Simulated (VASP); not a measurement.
# TaN (P6_3mc) in VASP: notebook

Runs on TaN. Level: LDA. Tasks: single point.

Program: VASP 6.6.1. These are calculated values, not measurements. Logs are shortened: lines on timing, memory, paths and dates and some standing lists are left out, and cuts for length are marked.

### 1 The cell of the first run

Symmetry: P6_3mc, No. 186, hexagonal system. The conventional cell has a = 3.050 Å, b = 3.050 Å, c = 4.891 Å, α = 90.00°, β = 90.00°, γ = 120.00°. Ta (site symmetry 3m) has 4 N at 1.85 to 1.88 Å within 2.5 Å. Within 2.5 Å of N (site symmetry 3m) lie 4 Ta at 1.85 to 1.88 Å.

### 2 Single point, LDA (zz strain of -1 %)

Input file INCAR:

```
SYSTEM = TaN
  PREC = Accurate
  ENCUT = 520
  EDIFF = 1E-6
  ISMEAR = -1
  SIGMA = 0.03
  LREAL = .False.
  LASPH = .True.
  NELM = 80
  ALGO = Normal
  ISIF = 2
  LWAVE = .False.
  LCHARG = .True.
  LELF = .True.
  LVHAR = .True.
  NBANDS = 24
```

Input file KPOINTS:

```
regular mesh
0
Gamma
  9 9 5
  0 0 0
```

Input file POSCAR:

```
TaN
1.0
    3.0500010905      0.0000000000      0.0000000000
   -1.5250005453      2.6413784260      0.0000000000
    0.0000000000      0.0000000000      4.8906000000
Ta N
2 2
Direct
    0.3333333333      0.6666666667      0.0000000000
    0.6666666667      0.3333333333      0.5000000000
    0.3333333333      0.6666666667      0.3850000000
    0.6666666667      0.3333333333      0.8850000000
```

Potentials or basis: VASP PAW LDA potentials, release 64 (Ta_pv, N).

Started as:

```bash
$ cat potpaw_LDA.64/Ta_pv/POTCAR potpaw_LDA.64/N/POTCAR > POTCAR
$ mpirun -np 1 vasp_std > vasp.out
```

OUTCAR:

```text
SYSTEM = TaN
   PREC = Accurate
   ENCUT = 520
   EDIFF = 1E-6
   ISMEAR = -1
   LREAL = .False.
   LASPH = .True.
   NELM = 80
   ISIF = 2

 ion  position               nearest neighbor table
   1  0.333  0.667  0.000-   4 1.85   4 1.85   4 1.85   3 1.88   2 3.01   2 3.01   2 3.01   2 3.01
                             2 3.01   2 3.01
   2  0.667  0.333  0.500-   3 1.85   3 1.85   3 1.85   4 1.88   1 3.01   1 3.01   1 3.01   1 3.01
                             1 3.01   1 3.01
   3  0.333  0.667  0.385-   2 1.85   2 1.85   2 1.85   1 1.88
   4  0.667  0.333  0.885-   1 1.85   1 1.85   1 1.85   2 1.88

  LATTYP: Found a hexagonal cell.
 ALAT       =     3.0500010905
 C/A-ratio  =     1.6034748365

  Lattice vectors:

 A1 = (   3.0500010905,   0.0000000000,   0.0000000000)
 A2 = (  -1.5250005453,   2.6413784260,   0.0000000000)
 A3 = (   0.0000000000,   0.0000000000,   4.8906000000)

Analysis of symmetry for initial positions (statically):
=====================================================================
 Subroutine PRICEL returns:
 Original cell was already a primitive cell.

 Routine SETGRP: Setting up the symmetry group for a
 hexagonal supercell.

 Subroutine GETGRP returns: Found 12 space group operations
 (whereof  6 operations were pure point group operations)
 out of a pool of 24 trial point group operations.

The static configuration has the point symmetry C_3v.
 The point group associated with its full space group is C_6v.

Analysis of symmetry for dynamics (positions and initial velocities):
=====================================================================
 Subroutine PRICEL returns:
 Original cell was already a primitive cell.

 Routine SETGRP: Setting up the symmetry group for a
 hexagonal supercell.

 Subroutine GETGRP returns: Found 12 space group operations
 (whereof  6 operations were pure point group operations)
 out of a pool of 24 trial point group operations.

The dynamic configuration has the point symmetry C_3v.
 The point group associated with its full space group is C_6v.

 Subroutine INISYM returns: Found 12 space group operations
 (whereof  6 operations are pure point group operations),
 and found     1 'primitive' translations

----------------------------------------------------------------------------------------

                                     Primitive cell

  volume of cell :      39.3997

  direct lattice vectors                    reciprocal lattice vectors
     3.050001090  0.000000000  0.000000000     0.327868735  0.189295103  0.000000000
    -1.525000545  2.641378426  0.000000000     0.000000000  0.378590205  0.000000000
     0.000000000  0.000000000  4.890600000     0.000000000  0.000000000  0.204473889

  length of vectors
     3.050001090  3.050001091  4.890600000     0.378590205  0.378590205  0.204473889

  position of ions in fractional coordinates (direct lattice)
     0.333333333  0.666666667  0.000000000
     0.666666667  0.333333333  0.500000000
     0.333333333  0.666666667  0.385000000
     0.666666667  0.333333333  0.885000000

  ion indices of the primitive-cell ions
   primitive index   ion index
                 1           1
                 2           2
                 3           3
                 4           4

----------------------------------------------------------------------------------------

 KPOINTS: regular mesh

Automatic generation of k-mesh.
 Grid dimensions read from file:
 generate k-points for:    9    9    5

 Generating k-lattice:

  Cartesian coordinates                     Fractional coordinates (reciprocal lattice)
     0.036429859  0.021032789  0.000000000     0.111111111  0.000000000  0.000000000
     0.000000000  0.042065578  0.000000000     0.000000000  0.111111111  0.000000000
     0.000000000  0.000000000  0.040894778     0.000000000  0.000000000  0.200000000

  Length of vectors
     0.042065578  0.042065578  0.040894778

  Shift w.r.t. Gamma in fractional coordinates (k-lattice)
     0.000000000  0.000000000  0.000000000

 Subroutine IBZKPT returns following result:
 ===========================================

 Found     36 irreducible k-points:

 Following reciprocal coordinates:
            Coordinates               Weight
  0.000000  0.000000  0.000000      1.000000
  0.111111  0.000000  0.000000      6.000000
  0.222222 -0.000000  0.000000      6.000000
  0.333333 -0.000000  0.000000      6.000000
  0.444444 -0.000000  0.000000      6.000000
  0.111111  0.111111  0.000000      6.000000
[... 16 lines left out ...]
  0.333333  0.222222  0.200000     24.000000
  0.333333  0.333333  0.200000      4.000000
 [... further k-points ...]
   k-points           NKPTS =     36   k-points in BZ     NKDIM =     36   number of bands    NBANDS=     24
   number of dos      NEDOS =    301   number of ions     NIONS =      4
   total plane-waves  NPLWV =  20736
   dimension x,y,z NGX =    24 NGY =   24 NGZ =   36
   dimension x,y,z NGXF=    48 NGYF=   48 NGZF=   72
[... 41 lines left out ...]
   IVDW    =     0    specifies the selected vdW correction
   LEPSILON=     F    determine dielectric tensor
   LRPA    =     F    only Hartree local field effects (RPA)
 non-spin polarized calculation
  energy-cutoff  :      520.00
  volume of cell :       39.40
 maximum number of plane-waves:      1087
 NGX is ok and might be reduce to    24
   NGX = 11   NGY = 11   NGZ = 19

 number of electron      32.0000003 magnetization

 Free energy of the ion-electron system (eV)
  ---------------------------------------------------
  ext. energy  EPLUGINS =         0.00000000
  ---------------------------------------------------
  free energy    TOTEN  =       -42.72819392 eV

  energy without entropy =      -42.72025672  energy(sigma->0) =      -42.72422532

 E-fermi :   9.7588     XC(G=0): -13.8220

 val. band max:        9.7558840503   @ k =   0.1111   0.1111   0.4000
 cond. band min:       9.8906970957   @ k =   0.2222   0.1111   0.0000
 fundamental gap:      0.1348130454
 Fermi energy:         9.7587904901

 k-point     1 :       0.0000    0.0000    0.0000
  band No.  band energies     occupation
      1     -26.2258      2.00000
      2     -25.0497      2.00000
      3     -25.0497      2.00000
      4     -24.8368      2.00000
      5     -24.8368      2.00000
      6     -24.7703      2.00000
[... 16 lines left out ...]
     23      16.5066      0.00000
     24      16.5066      0.00000

 k-point     2 :       0.1111    0.0000    0.0000
  band No.  band energies     occupation
      1     -26.1797      2.00000
      2     -25.1777      2.00000
      3     -25.0878      2.00000
      4     -24.9834      2.00000
      5     -24.8576      2.00000
      6     -24.7937      2.00000
[... 16 lines left out ...]
     23      16.4864      0.00000
     24      17.0779      0.00000

 k-point     3 :       0.2222   -0.0000    0.0000
  band No.  band energies     occupation
      1     -26.0616      2.00000
      2     -25.4839      2.00000
      3     -25.3298      2.00000
      4     -25.1803      2.00000
      5     -24.9124      2.00000
      6     -24.8643      2.00000
[... 16 lines left out ...]
     23      16.9460      0.00000
     24      18.2074      0.00000

 k-point     4 :       0.3333   -0.0000    0.0000
  band No.  band energies     occupation
      1     -26.0052      2.00000
      2     -25.7459      2.00000
      3     -25.6487      2.00000
      4     -25.2806      2.00000
      5     -24.9776      2.00000
      6     -24.9768      2.00000
[... 16 lines left out ...]
     23      16.8012      0.00000
     24      18.0120      0.00000

 k-point     5 :       0.4444   -0.0000    0.0000
  band No.  band energies     occupation
      1     -26.1461      2.00000
      2     -25.9278      2.00000
      3     -25.5989      2.00000
      4     -25.3437      2.00000
      5     -25.0961      2.00000
      6     -25.0195      2.00000
[... 451 lines left out ...]
 k-point    22 :       0.2222    0.2222    0.2000
  band No.  band energies     occupation
      1     -26.0340      2.00000
      2     -25.8857      2.00000
      3     -25.4509      2.00000
      4     -25.4312      2.00000
      5     -25.1760      2.00000
      6     -25.0167      2.00000
[... 16 lines left out ...]
     23      17.2843      0.00000
     24      18.0567      0.00000

 k-point    23 :       0.3333    0.2222    0.2000
  band No.  band energies     occupation
      1     -26.0780      2.00000
      2     -25.9761      2.00000
      3     -25.5924      2.00000
      4     -25.3478      2.00000
      5     -25.2819      2.00000
      6     -25.1072      2.00000
[... 16 lines left out ...]
     23      16.9700      0.00000
     24      17.4546      0.00000

 k-point    24 :       0.3333    0.3333    0.2000
  band No.  band energies     occupation
      1     -25.9882      2.00000
      2     -25.9882      2.00000
      3     -25.7261      2.00000
      4     -25.3958      2.00000
      5     -25.2154      2.00000
      6     -25.2154      2.00000
[... 16 lines left out ...]
     23      17.4412      0.00000
     24      17.4412      0.00000

 [... further k-points ...]
[... 5 lines left out ...]
  --------------------------------------------------------------------------------------
  -------------------------------------------------------------------------------------
  Total       33.4788259     33.4788259     28.2133578     -0.0000000     -0.0000000      0.0000000
  in kB     1361.4071799   1361.4071800   1147.2883771     -0.0000000     -0.0000000      0.0000000
  external PRESSURE =    1290.0342457 kB  Pullay stress =       0.0000000 kB

 VOLUME and BASIS-vectors are now :
 -----------------------------------------------------------------------------
  energy-cutoff  :      520.00
  volume of cell :       39.40
      direct lattice vectors                 reciprocal lattice vectors
     3.050001090  0.000000000  0.000000000     0.327868735  0.189295103  0.000000000
    -1.525000545  2.641378426  0.000000000     0.000000000  0.378590205  0.000000000
     0.000000000  0.000000000  4.890600000     0.000000000  0.000000000  0.204473889

 POSITION                                       TOTAL-FORCE (eV/Angst)
 -----------------------------------------------------------------------------------
     -0.00000      1.76092      0.00000        -0.000000      0.000000      1.722087
      1.52500      0.88046      2.44530         0.000000     -0.000000      1.722087
     -0.00000      1.76092      1.88288        -0.000000     -0.000000     -1.722087
      1.52500      0.88046      4.32818        -0.000000      0.000000     -1.722087
 -----------------------------------------------------------------------------------
    total drift:                               -0.000000      0.000000     -0.000197

  FREE ENERGIE OF THE ION-ELECTRON SYSTEM (eV)
  ---------------------------------------------------
  free  energy   TOTEN  =       -42.7281939180 eV

  energy  without entropy=      -42.7202567172  energy(sigma->0) =      -42.72422532
```

It took 24 s on 1 thread of Intel Xeon Platinum 8488C (Sapphire Rapids), shared host; peak memory 0.15 GiB.

What came out:

| Property | Result |
| --- | --- |
| Free energy | -42.7282 eV |
| Pressure | 129.0 GPa |
| Largest force | 1.722 eV/Å |
| Band gap on the k mesh | zero (band 16 reaches 10.26 eV, above the bottom of band 17 at 8.09 eV) |

Forces on the atoms (eV/Å):
```
Ta   0.000  0.000  1.722
Ta   0.000  0.000  1.722
N    0.000  0.000 -1.722
N    0.000  0.000 -1.722
```

Stress tensor (GPa, compression positive):
```
136.14   0.00   0.00
  0.00 136.14   0.00
  0.00   0.00 114.73
```

Levels at points of the mesh, in eV from the Fermi level:
| k point | band 14 | band 15 | band 16 | band 17 | band 18 | band 19 |
| --- | --- | --- | --- | --- | --- | --- |
| (0.00, 0.00, 0.00) | -7.35 | -0.95 | -0.95 | -0.15 | 2.15 | 2.65 |

Caveat: the cell differs from its parent crystal (zz strain of -1 %); spin-orbit coupling is left out, which moves the levels of the heavy elements; forces of over 1 eV/Å act on the atoms, so gaps and moduli don't describe the material at rest.

### 3 Single point, LDA (volume scaled by 1.02)

Input file INCAR:

```
SYSTEM = TaN
PREC = Accurate
ENCUT = 520
EDIFF = 1E-6
ISMEAR = -1
SIGMA = 0.03
LREAL = .False.
LASPH = .True.
NELM = 100
ALGO = Normal
ISIF = 2
LWAVE = .False.
LCHARG = .False.
NBANDS = 24
```

KPOINTS is that of step 2.

Input file POSCAR:

```
TaN
1.0
    3.0702003619      0.0000000000      0.0000000000
   -1.5351001810      2.6588715082      0.0000000000
    0.0000000000      0.0000000000      4.9727161852
Ta N
2 2
Direct
    0.3333333333      0.6666666667      0.0000000000
    0.6666666667      0.3333333333      0.5000000000
    0.3333333333      0.6666666667      0.3850000000
    0.6666666667      0.3333333333      0.8850000000
```

Potentials or basis: VASP PAW LDA potentials, release 64 (Ta_pv, N).

Started as:

```bash
$ cat potpaw_LDA.64/Ta_pv/POTCAR potpaw_LDA.64/N/POTCAR > POTCAR
$ mpirun -np 1 vasp_std > vasp.out
```

It took 28 s on 1 thread of Intel Xeon Platinum 8488C (Sapphire Rapids), shared host; peak memory 0.15 GiB.

Results (log left out):

| Quantity | Value |
| --- | --- |
| Free energy | -43.5761 eV |
| Pressure | 108.7 GPa |
| Largest force | 2.187 eV/Å |
| Band gap on the k mesh | zero (band 16 reaches 9.93 eV, above the bottom of band 17 at 7.80 eV) |

Forces on the atoms (eV/Å):
```
Ta   0.000  0.000  2.187
Ta   0.000  0.000  2.187
N    0.000  0.000 -2.187
N    0.000  0.000 -2.187
```

Stress tensor (GPa, compression positive):
```
116.48   0.00   0.00
  0.00 116.48   0.00
  0.00   0.00  93.20
```

Levels at points of the mesh, in eV from the Fermi level:
```csv
k point,band 12,band 13,band 14,band 15,band 16,band 17,band 18,band 19,band 20,band 21
"(0.00, 0.00, 0.00)",-7.73,-7.73,-7.43,-0.85,-0.85,-0.23,2.11,2.56,2.56,4.53
```

Caveat: spin-orbit coupling is left out, which moves the levels of the heavy elements; forces of over 1 eV/Å act on the atoms, so gaps and moduli don't describe the material at rest.

### 4 Single point, LDA (volume scaled by 1.06)

Input file INCAR:

```
SYSTEM = TaN
PREC = Accurate ; ENCUT = 520
EDIFF = 1E-7 ; ISMEAR = -1
SIGMA = 0.03 ; LREAL = .FALSE.
LASPH = .TRUE. ; NELM = 80
ALGO = Normal ; ISIF = 2
LWAVE = .FALSE. ; LCHARG = .FALSE.
NBANDS = 24
```

Input file KPOINTS:

```
regular mesh
0
G
  9 9 5
  0 0 0
```

Input file POSCAR:

```
TaN
1.0
    3.1098202203      0.0000000000      0.0000000000
   -1.5549101102      2.6931833120      0.0000000000
    0.0000000000      0.0000000000      5.0368873428
Ta N
2 2
Direct
    0.3333333333      0.6666666667      0.0000000000
    0.6666666667      0.3333333333      0.5000000000
    0.3333333333      0.6666666667      0.3850000000
    0.6666666667      0.3333333333      0.8850000000
```

Started as:

```bash
$ cat potpaw_LDA.64/Ta_pv/POTCAR potpaw_LDA.64/N/POTCAR > POTCAR
$ mpirun -np 1 vasp_std > vasp.out
```

Wall time 30 s (1 thread of Intel Xeon Platinum 8488C (Sapphire Rapids), shared host); peak memory 0.15 GiB.

The run converged. Its results:

| Item | Value |
| --- | --- |
| Free energy | -44.5352 eV |
| Pressure | 84.7 GPa |
| Largest force | 2.089 eV/Å |
| Band gap on the k mesh | zero (band 16 reaches 9.49 eV, above the bottom of band 17 at 7.44 eV) |

Forces on the atoms (eV/Å):
```
Ta   0.000  0.000  2.089
Ta   0.000  0.000  2.089
N    0.000  0.000 -2.089
N    0.000  0.000 -2.089
```

Stress tensor (GPa, compression positive):
```
91.11  0.00  0.00
 0.00 91.11  0.00
 0.00  0.00 71.80
```

Levels at points of the mesh, in eV from the Fermi level:
```tsv
k point	band 12	band 13	band 14	band 15	band 16	band 17	band 18	band 19	band 20	band 21
(0.00, 0.00, 0.00)	-7.51	-7.51	-7.39	-0.80	-0.80	-0.31	1.99	2.44	2.44	4.45
```

Caveat: spin-orbit coupling is left out, which moves the levels of the heavy elements; forces of over 1 eV/Å act on the atoms, so gaps and moduli don't describe the material at rest.

### 5 Single point, LDA (volume scaled by 0.94)

Input file INCAR:

```
  PREC = Accurate
  ENCUT = 520
  EDIFF = 1E-6
  ISMEAR = -1
  SIGMA = 0.03
  LREAL = F
  LASPH = T
  NELM = 60
  ALGO = Normal
  ISIF = 2
  LWAVE = F
  LCHARG = F
  NBANDS = 24
```

Input file KPOINTS:

```
regular mesh
0
Gamma
  9 9 5
```

Input file POSCAR:

```
TaN
1.0
    2.9877386998      0.0000000000      0.0000000000
   -1.4938693500      2.5874576140      0.0000000000
    0.0000000000      0.0000000000      4.8391553770
Ta N
2 2
Direct
    0.3333333333      0.6666666667      0.0000000000
    0.6666666667      0.3333333333      0.5000000000
    0.3333333333      0.6666666667      0.3850000000
    0.6666666667      0.3333333333      0.8850000000
```

Started as:

```bash
$ cat potpaw_LDA.64/Ta_pv/POTCAR potpaw_LDA.64/N/POTCAR > POTCAR
$ mpirun -np 1 vasp_std > vasp.out
```

Wall time 14 s (1 thread of Intel Xeon Platinum 8488C (Sapphire Rapids), shared host); peak memory 0.15 GiB.

Results (log left out):

```yaml
Free_energy: -40.8291 eV
Pressure: 170.9 GPa
Largest_force: 2.410 eV/Å
Band_gap_on_the_k_mesh: zero (band 16 reaches 10.91 eV, above the bottom of band 17 at 8.57 eV)
```

Forces on the atoms (eV/Å):
```
Ta   0.000  0.000  2.410
Ta   0.000  0.000  2.410
N    0.000  0.000 -2.410
N    0.000  0.000 -2.410
```

Stress tensor (GPa, compression positive):
```
182.22   0.00   0.00
  0.00 182.22   0.00
  0.00   0.00 148.25
```

Levels at points of the mesh, in eV from the Fermi level:
```
           k point  band 13  band 14  band 15  band 16  band 17  band 18  band 19  band 20
(0.00, 0.00, 0.00)    -8.21    -7.44    -0.97    -0.97    -0.05     2.36     2.82     2.82
```

Caveat: spin-orbit coupling is left out, which moves the levels of the heavy elements; forces of over 1 eV/Å act on the atoms, so gaps and moduli don't describe the material at rest.

### 6 Overview

| cell | gap on the mesh (eV) | pressure (GPa) | largest force (eV/Å) |
| --- | --- | --- | --- |
| a = 3.050, b = 3.050, c = 4.891 Å, angles 90.0, 90.0, 120.0°, 4 atoms | none | 129.0 | 1.72 |
| a = 3.070, b = 3.070, c = 4.973 Å, angles 90.0, 90.0, 120.0°, 4 atoms | none | 108.7 | 2.19 |
| a = 3.110, b = 3.110, c = 5.037 Å, angles 90.0, 90.0, 120.0°, 4 atoms | none | 84.7 | 2.09 |
| a = 2.988, b = 2.988, c = 4.839 Å, angles 90.0, 90.0, 120.0°, 4 atoms | none | 170.9 | 2.41 |

Alike in all rows: task single point; level LDA; potentials or basis VASP PAW LDA potentials, release 64 (Ta_pv, N); no spin polarisation; k mesh 9 × 9 × 5; cutoff (eV) 520; smearing fermi-dirac 0.03 eV.

Caveats: spin-orbit coupling is left out, which moves the levels of the heavy elements; forces of over 1 eV/Å act on the atoms, so gaps and moduli don't describe the material at rest.

Absolute energies hang on the potentials; compare differences alone.
